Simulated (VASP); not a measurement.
Ga2P3: relaxation of cell and atoms with PBE

Ga2P3:

```xyz
5
Lattice="3.5946 0.0000 0.0000 -1.7973 3.1130 0.0000 0.0000 0.0000 8.2963" Properties=species:S:1:pos:R:3 pbc="T T T"
Ga    0.0000    2.0753    1.3954
Ga    1.7973    1.0377    6.9010
P     0.0000    0.0000    0.0000
P     0.0000    2.0753    4.7356
P     1.7973    1.0377    3.5607
```

```yaml
Program: VASP 6.6.1
Task: relaxation of cell and atoms
Functional: PBE
Potentials_or_basis: VASP PAW PBE potentials, release 64 (Ga_d, P)
Cutoff: 600 eV
k_mesh: 12 × 12 × 6
Occupations: gaussian, width 0.1 eV
Spin: no spin polarisation
Dipole_correction: no
Further_INCAR_settings: ALGO = Normal; EDIFF = 1e-07; IBRION = 2; EDIFFG = -0.01; NSW = 100; ISIF = 3
```

* Relaxed volume: 18.47 Å³/atom
* Relaxed cell: a = 3.562 Å, b = 3.562 Å, c = 8.404 Å, α = 90.00°, β = 90.00°, γ = 120.00°
* Space group after relaxing (to 0.1 Å): P-3m1 (No. 164)
* Energy gained by relaxing: 3.3 meV/atom
* Ionic steps: 8
* Pressure after relaxing: 0.0 GPa
* Largest force after relaxing: 0.008 eV/Å
* Band gap on the k mesh: zero (an odd number of electrons rules out a gap without spin polarisation)

Forces on the atoms (eV/Å):
```
Ga   0.000  0.000  0.008
Ga   0.000  0.000 -0.008
P    0.000  0.000  0.000
P    0.000  0.000  0.002
P    0.000  0.000 -0.002
```

Step by step:
| step | energy change (eV) | largest force (eV/Å) | pressure (GPa) | volume (Å³) |
| --- | --- | --- | --- | --- |
| 1 | 0.0000 | 0.2631 | 0.05 | 92.84 |
| 2 | -0.0116 | 0.1263 | -0.24 | 92.90 |
| 3 | -0.0154 | 0.0319 | -0.45 | 92.96 |
| 4 | -0.0155 | 0.0332 | -0.46 | 92.96 |
| 5 | -0.0162 | 0.0341 | 0.17 | 92.12 |
| 6 | -0.0164 | 0.0144 | -0.01 | 92.38 |
| 7 | -0.0164 | 0.0133 | -0.04 | 92.39 |
| 8 | -0.0165 | 0.0083 | 0.01 | 92.36 |

Final structure:
```
CELL_PARAMETERS angstrom
3.56230 0.00000 0.00000
-1.78115 3.08504 0.00000
0.00000 0.00000 8.40420
ATOMIC_POSITIONS crystal
Ga 0.33333 0.66667 0.16717
Ga 0.66667 0.33333 0.83283
P 0.00000 0.00000 0.00000
P 0.33333 0.66667 0.57376
P 0.66667 0.33333 0.42624
```

Levels at points of the mesh, in eV from the Fermi level:
| k point | band 18 | band 19 | band 20 | band 21 | band 22 | band 23 | band 24 |
| --- | --- | --- | --- | --- | --- | --- | --- |
| (0.00, 0.00, 0.00) | -0.20 | -0.19 | -0.19 | 1.37 | 1.37 | 1.73 | 3.67 |
| (0.50, 0.00, 0.00) | -2.50 | -2.31 | -1.99 | -0.84 | -0.54 | 1.52 | 1.54 |
| (0.00, 0.00, 0.50) | -1.67 | -0.18 | -0.18 | 1.31 | 1.36 | 1.36 | 3.65 |
| (0.50, 0.00, 0.50) | -3.97 | -3.79 | -2.11 | -0.19 | 0.96 | 1.38 | 2.24 |

Wall time 9.4 min on 1 thread of Intel(R) Xeon(R) 6975P-C (Granite Rapids) (shared host), peak memory 0.41 GiB.
